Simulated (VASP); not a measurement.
Here is a VASP 6.6.1 calculation.

INCAR

```
  PREC = Accurate
  ENCUT = 520
  EDIFF = 1E-6
  ISMEAR = -1
  SIGMA = 0.1
  LREAL = False
  LASPH = True
  NELM = 100
  ALGO = Normal
  ISIF = 2
  LWAVE = False
  LCHARG = True
  GGA = PE
  LELF = True
  LVHAR = True
  NBANDS = 51
```

File KPOINTS:

```
Automatic mesh
0
Gamma
  4 6 6
```

File POSCAR:

```
BaTiO3
1.0
   -7.9371265700      0.0000000000      0.0000000000
    0.0000000000     -2.8259864100      2.8347022900
    0.0000000000      2.8259864100      2.8347022900
Ba Ti O
2 2 6
Direct
    0.0000000000      0.0000000000      0.0000000000
    0.5000000000      0.0000000000      0.0000000000
    0.2500000000      0.5079000000      0.5079000000
    0.7500000000      0.5079000000      0.5079000000
    0.0000000000      0.4921000000      0.4921000000
    0.5000000000      0.4921000000      0.4921000000
    0.2500000000      0.9937100000      0.5025100000
    0.7500000000      0.9937100000      0.5025100000
    0.2500000000      0.5025100000      0.9937100000
    0.7500000000      0.5025100000      0.9937100000
```

Potentials or basis: VASP PAW PBE potentials, release 64 (Ba_sv, Ti_sv, O).

Run with:

```bash
$ cat potpaw_PBE.64/Ba_sv/POTCAR potpaw_PBE.64/Ti_sv/POTCAR potpaw_PBE.64/O/POTCAR > POTCAR
$ mpirun -np 1 vasp_std > vasp.out
```

**Question.** Estimate the pressure.

**Answer.** 5.8 GPa.

**Question.** Estimate the band gap on the k mesh.

**Answer.** 1.81 eV.

**Question.** What does it give for the largest force?

**Answer.** 0.164 eV/Å.

Stress tensor (GPa, compression positive):
```
6.57 0.00 0.00
0.00 5.84 0.00
0.00 0.00 5.10
```

Caveat: the cell stands under pressure; spin-orbit coupling is left out, which moves the levels of the heavy elements. A k mesh can miss the band edges.
